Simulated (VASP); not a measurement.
The system is Rb.

```
Rb
1.0
    -2.80250    2.80250    2.80250
     2.80250   -2.80250    2.80250
     2.80250    2.80250   -2.80250
Rb
1
Direct
  0.00000 0.00000 0.00000
```

| Item | Value |
| --- | --- |
| Program | VASP 6.6.1 |
| Task | relaxation of cell and atoms |
| Functional | r2SCAN |
| Potentials or basis | VASP PAW PBE potentials, release 64 (Rb_sv) |
| Cutoff | 600 eV |
| k mesh | 6 × 6 × 6 |
| Occupations | gaussian, width 0.05 eV |
| Spin | no spin polarisation |

At the start: pressure 0.3 GPa; volume 88.04 Å³/atom.

Question: How do energy, volume and symmetry change on relaxing?

Answer: Over 3 steps the energy falls by 5.5 meV/atom and the volume is 95.25 Å³/atom (+8.2 %); space group Im-3m (No. 229, to 0.1 Å) before and after.

Step by step:
```
step  energy change (eV)  largest force (eV/Å)  pressure (GPa)  volume (Å³)
   1              0.0000                0.0000            0.25        88.04
   2             -0.0024                0.0000            0.18        89.81
   3             -0.0055                0.0000            0.02        95.25
```

Final structure:
```
Rb
1.0
    -2.87701    2.87701    2.87701
     2.87701   -2.87701    2.87701
     2.87701    2.87701   -2.87701
Rb
1
Cartesian
  0.0000 0.0000 0.0000
```

Caveat: the PAW data sets were made with another functional, which shifts forces and pressure a little.
